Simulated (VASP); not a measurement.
# Al2Cu (C2) in VASP: single point with PBE

Aim: the single point of Al2Cu with PBE.

Program: VASP 6.6.1. These are calculated values, not measurements. Logs are shortened: lines on timing, memory, paths and dates and some standing lists are left out, and cuts for length are marked.

**1. The cell of the first run**

Symmetry: C2, No. 5, monoclinic system. The conventional cell has a = 6.097 Å, b = 5.616 Å, c = 4.186 Å, α = 90.00°, β = 131.34°, γ = 90.00°. Within 3.4 Å of Al (site symmetry 2) lie 4 Cu at 2.56 to 2.65 Å and 6 Al at 2.76 to 3.16 Å. Within 3.3 Å of Al (site symmetry 2) lie 4 Cu at 2.51 to 2.70 Å and 6 Al at 2.76 to 3.16 Å. Cu (site symmetry 2) has 8 Al at 2.51 to 2.70 Å within 3.3 Å.

**2. Single point, PBE (strained and its atoms moved)**

Contents of INCAR:

```
PREC     = Accurate       # precision mode
ENCUT    = 520            # plane-wave cutoff, eV
EDIFF    = 1E-6           # SCF threshold, eV
ISMEAR   = 0              # smearing method
SIGMA    = 0.1            # smearing width, eV
LREAL    = F              # projectors in reciprocal space
LASPH    = T              # aspherical terms in the spheres
NELM     = 100            # most SCF steps
ALGO     = Normal         # electronic algorithm
ISIF     = 2              # what is computed and relaxed
LWAVE    = F              # write WAVECAR
LCHARG   = F              # write CHGCAR
GGA      = PE             # functional
NBANDS   = 16             # bands
```

Contents of KPOINTS:

```
regular mesh
0
Gamma
  10 10 12
```

Contents of POSCAR:

```
Al2Cu
1.0
   -1.8871531126      2.0838215767      3.0453105233
    2.0838215767     -1.8871531126      3.0453105233
    2.1307936126      2.1307936126     -2.9052578425
Al Cu
2 1
Direct
    0.7570823873      0.2429176127      0.5000000000
    0.2482798011      0.7517201989      0.5000000000
    0.4946378116      0.5053621884      0.0000000000
```

Potentials or basis: VASP PAW PBE potentials, release 64 (Al, Cu).

On the command line:

```console
$ cat potpaw_PBE.64/Al/POTCAR potpaw_PBE.64/Cu/POTCAR > POTCAR
$ mpirun -np 1 vasp_std > vasp.out
```

OUTCAR:

```text
PREC = Accurate
   ENCUT = 520
   EDIFF = 1E-6
   ISMEAR = 0
   LREAL = F
   LASPH = T
   NELM = 100
   ISIF = 2
   GGA = PE

 ion  position               nearest neighbor table
   1  0.757  0.243  0.500-   3 2.56   3 2.56   3 2.65   3 2.65   2 2.76   2 2.86   2 3.05   2 3.05
                             2 3.16   2 3.16
   2  0.248  0.752  0.500-   3 2.51   3 2.51   3 2.70   3 2.70   1 2.76   1 2.86   1 3.05   1 3.05
                             1 3.16   1 3.16
   3  0.495  0.505  0.000-   2 2.51   2 2.51   1 2.56   1 2.56   1 2.65   1 2.65   2 2.70   2 2.70

  LATTYP: Found a base centered monoclinic cell.
 ALAT       =     6.0969682386
 B/A-ratio  =     0.9210817642
 C/A-ratio  =     0.6865411571
 COS(beta)  =    -0.6605082357

  Lattice vectors:

 A1 = (  -1.8871531126,   2.0838215767,   3.0453105233)
 A2 = (   2.0838215767,  -1.8871531126,   3.0453105233)
 A3 = (   2.1307936126,   2.1307936126,  -2.9052578425)

Analysis of symmetry for initial positions (statically):
=====================================================================
 Subroutine PRICEL returns:
 Original cell was already a primitive cell.

 Routine SETGRP: Setting up the symmetry group for a
 base centered monoclinic supercell.

 Subroutine GETGRP returns: Found  2 space group operations
 (whereof  2 operations were pure point group operations)
 out of a pool of  4 trial point group operations.

The static configuration has the point symmetry C_2 .

Analysis of symmetry for dynamics (positions and initial velocities):
=====================================================================
 Subroutine PRICEL returns:
 Original cell was already a primitive cell.

 Routine SETGRP: Setting up the symmetry group for a
 base centered monoclinic supercell.

 Subroutine GETGRP returns: Found  2 space group operations
 (whereof  2 operations were pure point group operations)
 out of a pool of  4 trial point group operations.

The dynamic configuration has the point symmetry C_2 .

 Subroutine INISYM returns: Found  2 space group operations
 (whereof  2 operations are pure point group operations),
 and found     1 'primitive' translations

----------------------------------------------------------------------------------------

                                     Primitive cell

  volume of cell :      53.8036

[... 83 lines left out ...]
   ICHARG =      2    charge: 1-file 2-atom 10-const
   ISPIN  =      1    spin polarized calculation?
   LNONCOLLINEAR =      F non collinear calculations
   LSORBIT =      F    spin-orbit coupling
   LASPH  =      T    aspherical Exc in radial PAW
   ENCUT  =  520.0 eV  38.22 Ry    6.18 a.u.   7.71  7.71  7.78*2*pi/ulx,y,z
   NELM   =    100;   NELMIN=  2; NELMDL= -5     # of ELM steps
   EDIFF  = 0.1E-05   stopping-criterion for ELM
   LREAL  =      F    real-space projection
   EDIFFG = 0.1E-04   stopping-criterion for IOM
   NSW    =      0    number of steps for IOM
   IBRION =     -1    ionic relax: 0-MD 1-quasi-New 2-CG
   NFREE  =      0    steps in history (QN), initial steepest desc. (CG)
   ISIF   =      2    stress and relaxation
   ISYM   =      2    0-nonsym 1-usesym 2-fastsym
   POTIM  = 0.5000    time-step for ionic-motion
   TEBEG  =    0.0;   TEEND  =   0.0 temperature during run
   PSTRESS=    0.0 pullay stress
   NELECT =      17.0000    total number of electrons
   NUPDOWN=      -1.0000    fix difference up-down
   EMIN   =  10.00;   EMAX   =-10.00  energy-range for DOS
   EFERMI =   0.00;   METHOD = LEGACY
   ISMEAR =     0;   SIGMA  =   0.10  broadening in eV -4-tet -1-fermi 0-gaus
   EFERMI_NEDOS =   21; number of points for ismear=-14 and -15
   IALGO  =     38    algorithm
   IMIX   =      4    mixing-type and parameters
     AMIX     =   0.40;   BMIX     =  1.00
     AMIX_MAG =   1.60;   BMIX_MAG =  1.00
  volume/ion in A,a.u.               =      17.93       121.03
  Fermi-wavevector in a.u.,A,eV,Ry     =   1.115032  2.107104 16.916067  1.243296
  Thomas-Fermi vector in A             =   2.251633
   LORBIT       =      0    0 simple, 1 ext, 2 COOP (PROOUT), +10 PAW based schemes
   GGA     = PE    functional components
   LHFCALC =     F    Hartree Fock is set to
   AEXX    =    0.0000 exact exchange contribution
   IVDW    =     0    specifies the selected vdW correction
   LEPSILON=     F    determine dielectric tensor
   LRPA    =     F    only Hartree local field effects (RPA)
 non-spin polarized calculation
 Gauss-broadening in eV      SIGMA  =   0.10
  energy-cutoff  :      520.00
  volume of cell :       53.80
 maximum number of plane-waves:      1465
   NGX = 15   NGY = 15   NGZ = 15

 number of electron      17.0000001 magnetization

 Free energy of the ion-electron system (eV)
  ---------------------------------------------------
  ext. energy  EPLUGINS =         0.00000000
  ---------------------------------------------------
  free energy    TOTEN  =       -11.45256237 eV

  energy without entropy =      -11.44692005  energy(sigma->0) =      -11.44974121

 E-fermi :   5.8341     XC(G=0):  -9.9727

 val. band max:        5.8334401682   @ k =  -0.2000  -0.2000   0.1667
 cond. band min:       5.8340695462   @ k =  -0.2000  -0.3000   0.1667
 fundamental gap:      0.0006293779
 Fermi energy:         5.8340618314

 k-point     1 :       0.0000    0.0000    0.0000
  band No.  band energies     occupation
      1      -3.6038      2.00000
      2       1.7673      2.00000
      3       1.8314      2.00000
      4       1.8735      2.00000
      5       2.2597      2.00000
      6       2.3685      2.00000
[... 433 lines left out ...]
      3       1.6659      2.00000
      4       2.0525      2.00000
      5       2.1019      2.00000
      6       2.3265      2.00000
[... 8 lines left out ...]
     15      14.6031      0.00000
     16      16.2004      0.00000

 [... further k-points ...]
[... 5 lines left out ...]
  --------------------------------------------------------------------------------------
  -------------------------------------------------------------------------------------
  Total       -1.8782481     -1.8782481     -2.5893010     -1.1730292     -1.0853612     -1.0853612
  in kB      -55.9309029    -55.9309029    -77.1048014    -34.9307342    -32.3201357    -32.3201356
  external PRESSURE =     -62.9888691 kB  Pullay stress =       0.0000000 kB

 VOLUME and BASIS-vectors are now :
 -----------------------------------------------------------------------------
  energy-cutoff  :      520.00
  volume of cell :       53.80
      direct lattice vectors                 reciprocal lattice vectors
    -1.887153113  2.083821577  3.045310523    -0.018702484  0.233124857  0.157263089
     2.083821577 -1.887153113  3.045310523     0.233124857 -0.018702484  0.157263089
     2.130793613  2.130793613 -2.905257843     0.224758953  0.224758953 -0.014515104

 POSITION                                       TOTAL-FORCE (eV/Angst)
 -----------------------------------------------------------------------------------
      0.14286      2.18460      1.59268         0.066874     -0.066874      0.000000
      2.16331      0.16416      1.59268         0.076219     -0.076219     -0.000000
      0.11963      0.07704      3.04531        -0.143093      0.143093     -0.000000
 -----------------------------------------------------------------------------------
    total drift:                                0.000039     -0.000039      0.000000

  FREE ENERGIE OF THE ION-ELECTRON SYSTEM (eV)
  ---------------------------------------------------
  free  energy   TOTEN  =       -11.4525623654 eV

  energy  without entropy=      -11.4469200482  energy(sigma->0) =      -11.44974121
```

OSZICAR:

```text
N       E                     dE             d eps       ncg     rms          rms(c)
DAV:   1     0.596544804161E+02    0.59654E+02   -0.67092E+03 10800   0.107E+03
DAV:   2    -0.110856996689E+02   -0.70740E+02   -0.62351E+02 11560   0.190E+02
DAV:   3    -0.134718410867E+02   -0.23861E+01   -0.23333E+01 14800   0.402E+01
DAV:   4    -0.135255053892E+02   -0.53664E-01   -0.53641E-01 13136   0.514E+00
DAV:   5    -0.135281122616E+02   -0.26069E-02   -0.26068E-02 16888   0.125E+00    0.145E+01
DAV:   6    -0.163773115937E+02   -0.28492E+01   -0.44586E+01 11912   0.211E+02    0.126E+01
DAV:   7    -0.117026255937E+02    0.46747E+01   -0.11375E+01 13480   0.724E+01    0.307E+00
DAV:   8    -0.114661912321E+02    0.23643E+00   -0.11552E+00 15032   0.295E+01    0.121E+00
DAV:   9    -0.114533099783E+02    0.12881E-01   -0.10598E-01 16880   0.484E+00    0.255E-01
DAV:  10    -0.114557077084E+02   -0.23977E-02   -0.40300E-03 15096   0.170E+00    0.425E-01
DAV:  11    -0.114525618755E+02    0.31458E-02   -0.65221E-03 14336   0.270E+00    0.460E-02
DAV:  12    -0.114525658168E+02   -0.39414E-05   -0.55256E-04 17480   0.281E-01    0.134E-02
DAV:  13    -0.114525630095E+02    0.28073E-05   -0.13133E-05 16640   0.350E-02    0.789E-03
DAV:  14    -0.114525623654E+02    0.64405E-06   -0.76229E-07  8008   0.238E-02
   1 F= -.11452562E+02 E0= -.11449741E+02  d E =-.564232E-02
```

Run time: 80 s. Hardware: 1 thread of Intel Xeon 6975P-C (Granite Rapids), shared host; peak memory 0.39 GiB.

Results:

```yaml
Free_energy: -11.4526 eV
Pressure: -6.3 GPa
Largest_force: 0.202 eV/Å
```

Forces on the atoms (eV/Å):
```
Al   0.067 -0.067  0.000
Al   0.076 -0.076  0.000
Cu  -0.143  0.143  0.000
```

Caveat: the cell differs from its parent crystal (strained and its atoms moved).
